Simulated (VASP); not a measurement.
# Ge (Imma) in VASP: notebook, part 2 of 2

VASP 6.6.1. The steps go on from the part before.

### Step 4. Single point, PBE (engineering shear strain xy -0.0600, normal strain along z +0.0300)

File INCAR:

```
SYSTEM = Ge
PREC = Accurate
ENCUT = 520
EDIFF = 1E-7
ISMEAR = 0
SIGMA = 0.15
LREAL = .False.
LASPH = .True.
NELM = 60
ALGO = Normal
ISIF = 2
LWAVE = .False.
LCHARG = .False.
GGA = PE
NBANDS = 21
```

File KPOINTS:

```
Automatic mesh
0
Gamma
  14 14 14
  0 0 0
```

File POSCAR:

```
Ge
1.0
   -0.0864160431      2.8805347716      2.9669508147
    2.8805347716     -0.0864160431      2.9669508147
    2.7941187285      2.7941187285      0.0000000000
Ge
2
Direct
    0.5000000000      0.5000000000      0.5000000000
    0.7500000000      0.7500000000      0.7500000000
```

Potentials or basis: VASP PAW PBE potentials, release 64 (Ge_d).

On the command line:

```bash
$ cat potpaw_PBE.64/Ge_d/POTCAR > POTCAR
$ mpirun -np 1 vasp_std > vasp.out
```

OUTCAR:

```text
SYSTEM = Ge
   PREC = Accurate
   ENCUT = 520
   EDIFF = 1E-7
   ISMEAR = 0
   LREAL = .False.
   LASPH = .True.
   NELM = 60
   ISIF = 2
   GGA = PE

 ion  position               nearest neighbor table
   1  0.500  0.500  0.500-   2 2.47   2 2.47   2 2.57   2 2.57
   2  0.750  0.750  0.750-   1 2.47   1 2.47   1 2.57   1 2.57

  LATTYP: Found a body centered orthorhombic cell.
 ALAT       =     3.9514806007
 B/A-ratio  =     1.0618556701
 C/A-ratio  =     1.5016906899

  Lattice vectors:

[... 765 lines left out ...]
------------------------ aborting loop because EDIFF is reached ----------------------------------------

  FORCE on cell =-STRESS in cart. coord.  units (eV):
  Direction    XX          YY          ZZ          XY          YZ          ZX
  --------------------------------------------------------------------------------------
  -------------------------------------------------------------------------------------
  Total       -0.1887495     -0.1887495     -0.8281707      1.2219687      0.0000000      0.0000000
  in kB       -6.1475327     -6.1475327    -26.9733492     39.7992719      0.0000000      0.0000000
  external PRESSURE =     -13.0894715 kB  Pullay stress =       0.0000000 kB

 VOLUME and BASIS-vectors are now :
 -----------------------------------------------------------------------------
  energy-cutoff  :      520.00
  volume of cell :       49.19
      direct lattice vectors                 reciprocal lattice vectors
    -0.086416043  2.880534772  2.966950815    -0.168523185  0.168523185  0.168523185
     2.880534772 -0.086416043  2.966950815     0.168523185 -0.168523185  0.168523185
     2.794118728  2.794118728  0.000000000     0.178947299  0.178947299 -0.168523185

 POSITION                                       TOTAL-FORCE (eV/Angst)
 -----------------------------------------------------------------------------------
      2.79412      2.79412      2.96695         0.000000      0.000000     -0.389732
      4.19118      4.19118      4.45043        -0.000000     -0.000000      0.389732
 -----------------------------------------------------------------------------------
    total drift:                               -0.000000     -0.000000      0.000000

  FREE ENERGIE OF THE ION-ELECTRON SYSTEM (eV)
  ---------------------------------------------------
  free  energy   TOTEN  =        -8.9877173609 eV

  energy  without entropy=       -8.9867659284  energy(sigma->0) =       -8.98724164
```

OSZICAR:

```text
N       E                     dE             d eps       ncg     rms          rms(c)
DAV:   1     0.195304218424E+03    0.19530E+03   -0.14700E+04 19998   0.354E+03
DAV:   2     0.198542389898E+02   -0.17545E+03   -0.17022E+03 18026   0.623E+02
DAV:   3    -0.805443092278E+01   -0.27909E+02   -0.27730E+02 20691   0.145E+02
DAV:   4    -0.903717675046E+01   -0.98275E+00   -0.98224E+00 20266   0.320E+01
DAV:   5    -0.905374012791E+01   -0.16563E-01   -0.16563E-01 20506   0.463E+00    0.286E+00
DAV:   6    -0.900922642425E+01    0.44514E-01   -0.19852E-02 21559   0.159E+00    0.170E+00
DAV:   7    -0.898601775205E+01    0.23209E-01   -0.45015E-02 21003   0.203E+00    0.148E-01
DAV:   8    -0.898745308671E+01   -0.14353E-02   -0.58715E-03 20627   0.916E-01    0.522E-02
DAV:   9    -0.898766010077E+01   -0.20701E-03   -0.30351E-04 20519   0.211E-01    0.247E-02
DAV:  10    -0.898771300499E+01   -0.52904E-04   -0.64424E-05 22799   0.681E-02    0.537E-03
DAV:  11    -0.898771683217E+01   -0.38272E-05   -0.84196E-06 20596   0.316E-02    0.211E-03
DAV:  12    -0.898771725846E+01   -0.42630E-06   -0.47864E-07 16762   0.681E-03    0.840E-04
DAV:  13    -0.898771735930E+01   -0.10084E-06   -0.10188E-07 16413   0.236E-03    0.245E-04
DAV:  14    -0.898771736085E+01   -0.15480E-08   -0.10423E-08 11253   0.110E-03
   1 F= -.89877174E+01 E0= -.89872416E+01  d E =-.951432E-03
```

stdout:

```text
POSCAR found type information on POSCAR Ge
 POSCAR found :  1 types and       2 ions
 scaLAPACK will be used
 LDA part: xc-table for (Slater+PW92), standard interpolation
 POSCAR, INCAR and KPOINTS ok, starting setup
 FFT: planning ... GRIDC
 FFT: planning ... GRID_SOFT
 FFT: planning ... GRID
 WAVECAR not read
 entering main loop
```

It took 11 min on 1 thread of Intel Xeon 8259CL, shared host; peak memory 0.45 GiB.

Results:

```yaml
Free_energy: -8.9877 eV
Pressure: -1.3 GPa
Largest_force: 0.390 eV/Å
Band_gap_on_the_k_mesh: zero (band 14 reaches 4.26 eV, above the bottom of band 15 at 3.95 eV)
```

Forces in eV/Å, atoms in the order of the input:
```
Ge   0.000  0.000 -0.390
Ge   0.000  0.000  0.390
```

Caveat: the cell differs from its parent crystal (engineering shear strain xy -0.0600, normal strain along z +0.0300).

### Step 5. The runs side by side

```tsv
cell	gap on the mesh (eV)	pressure (GPa)	largest force (eV/Å)
a = 4.014, b = 4.014, c = 3.951 Å, angles 60.5, 60.5, 63.0°, 2 atoms	none	2.3	0.52
a = 4.035, b = 4.035, c = 3.911 Å, angles 61.0, 61.0, 63.3°, 2 atoms	none	1.9	0.66
a = 4.136, b = 4.136, c = 3.951 Å, angles 61.5, 61.5, 61.0°, 2 atoms	none	-1.3	0.39
```

Alike in all rows: task single point; level PBE; potentials or basis VASP PAW PBE potentials, release 64 (Ge_d); no spin polarisation; k mesh 14 × 14 × 14; cutoff (eV) 520; smearing gaussian 0.15 eV.

Absolute energies hang on the potentials; compare differences alone.
